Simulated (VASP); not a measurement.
A run of VASP 6.6.1:

POSCAR

```
InSe
1.0
    2.0000000000      1.1547005400      8.4400000000
   -2.0000000000      1.1547005400      8.4400000000
    0.0000000000     -2.3094010800      8.4400000000
In Se
2 2
Direct
    0.0000000000      0.0000000000      0.0000000000
    0.1114000000      0.1114000000      0.1114000000
    0.6165000000      0.6165000000      0.6165000000
    0.8281000000      0.8281000000      0.8281000000
```

The input INCAR.step1:

```
ALGO     = Normal         # electronic algorithm
EDIFF    = 1E-4           # SCF threshold, eV
ENCUT    = 520            # plane-wave cutoff, eV
GGA      = PE             # functional
ISMEAR   = 0              # smearing method
LASPH    = T              # aspherical terms in the spheres
LCHARG   = F              # write CHGCAR
LREAL    = F              # projectors in reciprocal space
LWAVE    = T              # write WAVECAR
NBANDS   = 27             # bands
NELM     = 60             # most SCF steps
PREC     = Accurate       # precision mode
SIGMA    = 0.01           # smearing width, eV
```

Contents of INCAR.step2:

```
ALGO     = Normal         # electronic algorithm
EDIFF    = 1E-7           # SCF threshold, eV
ENCUT    = 520            # plane-wave cutoff, eV
ISIF     = 2              # what is computed and relaxed
ISMEAR   = 0              # smearing method
ISTART   = 1            
LASPH    = T              # aspherical terms in the spheres
LCHARG   = F              # write CHGCAR
LMIXTAU  = T            
LREAL    = F              # projectors in reciprocal space
LWAVE    = F              # write WAVECAR
METAGGA  = R2SCAN         # meta-GGA
NBANDS   = 27             # bands
NELM     = 60             # most SCF steps
PREC     = Accurate       # precision mode
SIGMA    = 0.01           # smearing width, eV
```

Contents of KPOINTS:

```
k-points
0
Gamma
  6 6 6
```

Potentials or basis: VASP PAW PBE potentials, release 64 (In_d, Se).

Run with:

```bash
$ cat potpaw_PBE.64/In_d/POTCAR potpaw_PBE.64/Se/POTCAR > POTCAR
$ cp INCAR.step1 INCAR
$ mpirun -np 1 vasp_std > vasp.out
$ cp INCAR.step2 INCAR
$ mpirun -np 1 vasp_std > vasp.out
```

Hardware: 1 thread of Intel(R) Xeon(R) 6975P-C (Granite Rapids), with other jobs on the host.

**Question.** Estimate the wall time of this run.

**Answer.** Run time: 43 min on 1 thread of Intel(R) Xeon(R) 6975P-C (Granite Rapids), with other jobs on the host, peak memory 0.78 GiB. Counts: k points 32.
